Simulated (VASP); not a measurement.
# Mg2Au (Pnma) in VASP: single point with LDA

Aim: the single point of Mg2Au with LDA.

All numbers are computed with VASP 6.6.1; they aren't measurements. Logs are shortened: lines on timing, memory, paths and dates and some standing lists are left out, and cuts for length are marked.

### 1 The cell of the first run

The structure is orthorhombic, space group Pnma (No. 62). The conventional cell has a = 5.917 Å, b = 4.385 Å, c = 8.374 Å, α = 90.00°, β = 90.00°, γ = 90.00°. Mg (site symmetry m) has 5 Au at 2.71 to 3.29 Å and 8 Mg at 3.00 to 3.25 Å within 3.6 Å. Within 3.7 Å of Mg (site symmetry m) lie 5 Au at 2.79 to 2.99 Å and 8 Mg at 3.00 to 3.25 Å. Au (site symmetry m) has 10 Mg at 2.71 to 3.29 Å and 2 Au at 3.68 Å within 3.7 Å.

### 2 Single point, LDA

The input, INCAR:

```
SYSTEM = Mg2Au
ALGO = Fast
EDIFF = 1E-7
ENCUT = 520
ISIF = 2
ISMEAR = -1
LASPH = .True.
LCHARG = .False.
LREAL = .False.
LWAVE = .False.
NBANDS = 42
NELM = 100
PREC = Accurate
SIGMA = 0.1
```

The input, KPOINTS:

```
k-points
0
Gamma
  4 6 3
  0 0 0
```

The input, POSCAR:

```
Mg2Au
1.0
    5.9174041089      0.0000000000      0.0000000000
    0.0000000000      4.3847173658      0.0000000000
    0.0000000000      0.0000000000      8.3736946783
Mg Au
8 4
Direct
    0.8263433018      0.2500000000      0.0592635601
    0.6736566982      0.7500000000      0.5592635601
    0.3263433018      0.2500000000      0.4407364399
    0.1736566982      0.7500000000      0.9407364399
    0.4553238769      0.2500000000      0.7999433336
    0.0446761231      0.7500000000      0.2999433336
    0.9553238769      0.2500000000      0.7000566664
    0.5446761231      0.7500000000      0.2000566664
    0.2762598688      0.2500000000      0.1196432243
    0.2237401312      0.7500000000      0.6196432243
    0.7762598688      0.2500000000      0.3803567757
    0.7237401312      0.7500000000      0.8803567757
```

Potentials or basis: VASP PAW LDA potentials, release 64 (Mg, Au).

Launch:

```
cat potpaw_LDA.64/Mg/POTCAR potpaw_LDA.64/Au/POTCAR > POTCAR
mpirun -np 1 vasp_std > vasp.out
```

OUTCAR:

```text
SYSTEM = Mg2Au
   EDIFF = 1E-7
   ENCUT = 520
   ISIF = 2
   ISMEAR = -1
   LASPH = .True.
   LREAL = .False.
   NELM = 100
   PREC = Accurate

 ion  position               nearest neighbor table
   1  0.826  0.250  0.059-  11 2.71   9 2.71  12 2.72  12 2.72   8 3.00   8 3.00   5 3.09   7 3.10
                             4 3.16   4 3.16   6 3.25   6 3.25   9 3.29
   2  0.674  0.750  0.559-  12 2.71  10 2.71  11 2.72  11 2.72   7 3.00   7 3.00   6 3.09   8 3.10
                             3 3.16   3 3.16   5 3.25   5 3.25  10 3.29
   3  0.326  0.250  0.441-   9 2.71  11 2.71  10 2.72  10 2.72   6 3.00   6 3.00   7 3.09   5 3.10
                             2 3.16   2 3.16   8 3.25   8 3.25  11 3.29
   4  0.174  0.750  0.941-  10 2.71  12 2.71   9 2.72   9 2.72   5 3.00   5 3.00   8 3.09   6 3.10
                             1 3.16   1 3.16   7 3.25   7 3.25  12 3.29
   5  0.455  0.250  0.800-  12 2.79  12 2.79   9 2.88  10 2.99  10 2.99   4 3.00   4 3.00   7 3.07
                             7 3.07   1 3.09   3 3.10   2 3.25   2 3.25
   6  0.045  0.750  0.300-  11 2.79  11 2.79  10 2.88   9 2.99   9 2.99   3 3.00   3 3.00   8 3.07
                             8 3.07   2 3.09   4 3.10   1 3.25   1 3.25
   7  0.955  0.250  0.700-  10 2.79  10 2.79  11 2.88  12 2.99  12 2.99   2 3.00   2 3.00   5 3.07
                             5 3.07   3 3.09   1 3.10   4 3.25   4 3.25
   8  0.545  0.750  0.200-   9 2.79   9 2.79  12 2.88  11 2.99  11 2.99   1 3.00   1 3.00   6 3.07
                             6 3.07   4 3.09   2 3.10   3 3.25   3 3.25
   9  0.276  0.250  0.120-   3 2.71   1 2.71   4 2.72   4 2.72   8 2.79   8 2.79   5 2.88   6 2.99
                             6 2.99   1 3.29
  10  0.224  0.750  0.620-   4 2.71   2 2.71   3 2.72   3 2.72   7 2.79   7 2.79   6 2.88   5 2.99
                             5 2.99   2 3.29
  11  0.776  0.250  0.380-   1 2.71   3 2.71   2 2.72   2 2.72   6 2.79   6 2.79   7 2.88   8 2.99
                             8 2.99   3 3.29
  12  0.724  0.750  0.880-   2 2.71   4 2.71   1 2.72   1 2.72   5 2.79   5 2.79   8 2.88   7 2.99
                             7 2.99   4 3.29

  LATTYP: Found a simple orthorhombic cell.
 ALAT       =     4.3847173658
 B/A-ratio  =     1.3495520042
 C/A-ratio  =     1.9097455958

  Lattice vectors:

 A1 = (   0.0000000000,  -4.3847173658,   0.0000000000)
 A2 = (   5.9174041089,   0.0000000000,   0.0000000000)
 A3 = (   0.0000000000,   0.0000000000,   8.3736946783)

Analysis of symmetry for initial positions (statically):
=====================================================================
 Subroutine PRICEL returns:
 Original cell was already a primitive cell.

 Routine SETGRP: Setting up the symmetry group for a
 simple orthorhombic supercell.

 Subroutine GETGRP returns: Found  8 space group operations
 (whereof  2 operations were pure point group operations)
 out of a pool of  8 trial point group operations.
[... 154 lines left out ...]
   IMIX   =      4    mixing-type and parameters
     AMIX     =   0.40;   BMIX     =  1.00
     AMIX_MAG =   1.60;   BMIX_MAG =  1.00
  volume/ion in A,a.u.               =      18.11       122.18
  Fermi-wavevector in a.u.,A,eV,Ry     =   1.066093  2.014624 15.463772  1.136555
  Thomas-Fermi vector in A             =   2.201666
   LORBIT       =      0    0 simple, 1 ext, 2 COOP (PROOUT), +10 PAW based schemes
   GGA     = CA    functional components
   LHFCALC =     F    Hartree Fock is set to
   AEXX    =    0.0000 exact exchange contribution
   IVDW    =     0    specifies the selected vdW correction
   LEPSILON=     F    determine dielectric tensor
   LRPA    =     F    only Hartree local field effects (RPA)
 non-spin polarized calculation
 RMM-DIIS sequential band-by-band and
  energy-cutoff  :      520.00
  volume of cell :      217.27
 maximum number of plane-waves:      5874
 NGX is ok and might be reduce to    48
   NGX = 23   NGY = 17   NGZ = 31

 number of electron      60.0000001 magnetization

 Free energy of the ion-electron system (eV)
  ---------------------------------------------------
  ext. energy  EPLUGINS =         0.00000000
  ---------------------------------------------------
  free energy    TOTEN  =       -39.21353131 eV

  energy without entropy =      -39.09015591  energy(sigma->0) =      -39.15184361

 E-fermi :   5.3978     XC(G=0): -10.4890

 val. band max:        5.3481802620   @ k =   0.2500   0.0000   0.3333
 cond. band min:       5.4134195592   @ k =   0.0000   0.1667   0.0000
 fundamental gap:      0.0652392972
 Fermi energy:         5.3977549964

 k-point     1 :       0.0000    0.0000    0.0000
  band No.  band energies     occupation
      1      -3.1905      2.00000
      2      -1.1824      2.00000
      3      -1.1268      2.00000
      4      -0.7163      2.00000
      5      -0.2113      2.00000
      6      -0.0965      2.00000
[... 1069 lines left out ...]
     41      11.0315      0.00000
     42      11.0315      0.00000

------------------------ aborting loop because EDIFF is reached ----------------------------------------

  FORCE on cell =-STRESS in cart. coord.  units (eV):
  Direction    XX          YY          ZZ          XY          YZ          ZX
  --------------------------------------------------------------------------------------
  -------------------------------------------------------------------------------------
  Total       -0.6567430     -0.5460095     -0.6476439      0.0000000      0.0000000      0.0000000
  in kB       -4.8430178     -4.0264359     -4.7759188      0.0000000      0.0000000      0.0000000
  external PRESSURE =      -4.5484575 kB  Pullay stress =       0.0000000 kB

 VOLUME and BASIS-vectors are now :
 -----------------------------------------------------------------------------
  energy-cutoff  :      520.00
  volume of cell :      217.27
      direct lattice vectors                 reciprocal lattice vectors
     5.917404109  0.000000000  0.000000000     0.168993022  0.000000000  0.000000000
     0.000000000  4.384717366  0.000000000     0.000000000  0.228064871  0.000000000
     0.000000000  0.000000000  8.373694678     0.000000000  0.000000000  0.119421598

 POSITION                                       TOTAL-FORCE (eV/Angst)
 -----------------------------------------------------------------------------------
      4.88981      1.09618      0.49625        -0.004093      0.000000     -0.000046
      3.98630      3.28854      4.68310         0.004093      0.000000     -0.000046
      1.93111      1.09618      3.69059        -0.004093     -0.000000      0.000046
      1.02760      3.28854      7.87744         0.004093      0.000000      0.000046
      2.69434      1.09618      6.69848        -0.000380      0.000000     -0.009794
      0.26437      3.28854      2.51163         0.000380      0.000000     -0.009794
      5.65304      1.09618      5.86206        -0.000380      0.000000      0.009794
      3.22307      3.28854      1.67521         0.000380      0.000000      0.009794
      1.63474      1.09618      1.00186         0.000498      0.000000     -0.003072
      1.32396      3.28854      5.18870        -0.000498      0.000000     -0.003072
      4.59344      1.09618      3.18499         0.000498      0.000000      0.003072
      4.28266      3.28854      7.37184        -0.000498     -0.000000      0.003072
 -----------------------------------------------------------------------------------
    total drift:                                0.000000      0.000000     -0.000000

  FREE ENERGIE OF THE ION-ELECTRON SYSTEM (eV)
  ---------------------------------------------------
  free  energy   TOTEN  =       -39.2135313132 eV

  energy  without entropy=      -39.0901559127  energy(sigma->0) =      -39.15184361
```

OSZICAR:

```text
N       E                     dE             d eps       ncg     rms          rms(c)
DAV:   1     0.255145267236E+03    0.25515E+03   -0.25199E+04  2016   0.123E+03
DAV:   2    -0.301464411441E+02   -0.28529E+03   -0.26358E+03  2266   0.219E+02
DAV:   3    -0.419874513530E+02   -0.11841E+02   -0.11615E+02  2378   0.403E+01
DAV:   4    -0.421017445332E+02   -0.11429E+00   -0.11385E+00  2310   0.417E+00
DAV:   5    -0.421029436969E+02   -0.11992E-02   -0.11990E-02  2314   0.485E-01    0.117E+01
RMM:   6    -0.394518767098E+02    0.26511E+01   -0.12949E+01  2017   0.149E+01    0.427E+00
RMM:   7    -0.393082398656E+02    0.14364E+00   -0.57016E-01  2120   0.293E+00    0.234E+00
RMM:   8    -0.392143841105E+02    0.93856E-01   -0.14557E-01  2086   0.142E+00    0.362E-01
RMM:   9    -0.392137493473E+02    0.63476E-03   -0.23924E-02  2320   0.628E-01    0.356E-01
RMM:  10    -0.392139487591E+02   -0.19941E-03   -0.30892E-03  2418   0.217E-01    0.335E-01
RMM:  11    -0.392145836468E+02   -0.63489E-03   -0.55400E-03  2222   0.224E-01    0.289E-01
RMM:  12    -0.392135473132E+02    0.10363E-02   -0.21922E-03  2164   0.175E-01    0.964E-02
RMM:  13    -0.392135403923E+02    0.69209E-05   -0.11921E-04  2291   0.385E-02    0.631E-02
RMM:  14    -0.392135312735E+02    0.91187E-05   -0.35711E-05  2311   0.229E-02    0.181E-02
RMM:  15    -0.392135311952E+02    0.78292E-07   -0.90791E-06  2324   0.121E-02    0.662E-03
RMM:  16    -0.392135312697E+02   -0.74492E-07   -0.15958E-06  2389   0.529E-03    0.206E-03
RMM:  17    -0.392135313132E+02   -0.43437E-07   -0.40630E-07  1646   0.255E-03
   1 F= -.39213531E+02 E0= -.39151844E+02  d E =-.123375E+00
```

Wall time 3.8 min (1 thread of Intel Xeon Platinum 8375C at 2.90GHz (Ice Lake), shared host); peak memory 0.36 GiB.

What came out:

```
Free energy            : -39.2135 eV
Pressure               : -0.5 GPa
Largest force          : 0.010 eV/Å
Band gap on the k mesh : zero (bands 30 and 31 overlap by 3.26 eV)
```

Forces in eV/Å, atoms in the order of the input:
```
Mg  -0.004  0.000  0.000
Mg   0.004  0.000  0.000
Mg  -0.004  0.000  0.000
Mg   0.004  0.000  0.000
Mg   0.000  0.000 -0.010
Mg   0.000  0.000 -0.010
Mg   0.000  0.000  0.010
Mg   0.000  0.000  0.010
Au   0.000  0.000 -0.003
Au   0.000  0.000 -0.003
Au   0.000  0.000  0.003
Au   0.000  0.000  0.003
```

Levels at points of the mesh, in eV from the Fermi level:
| k point | band 28 | band 29 | band 30 | band 31 | band 32 | band 33 |
| --- | --- | --- | --- | --- | --- | --- |
| (0.00, 0.00, 0.00) | -0.59 | -0.33 | -0.08 | 0.47 | 2.10 | 2.13 |
| (0.50, 0.00, 0.00) | 0.89 | 1.73 | 1.73 | 1.82 | 1.82 | 2.27 |
| (0.00, 0.50, 0.00) | -1.74 | -0.73 | -0.73 | 0.44 | 0.44 | 0.50 |
| (0.50, 0.50, 0.00) | -2.75 | -1.53 | -1.53 | -1.53 | -1.53 | 3.66 |

Caveat: spin-orbit coupling is left out, which moves the levels of the heavy elements.
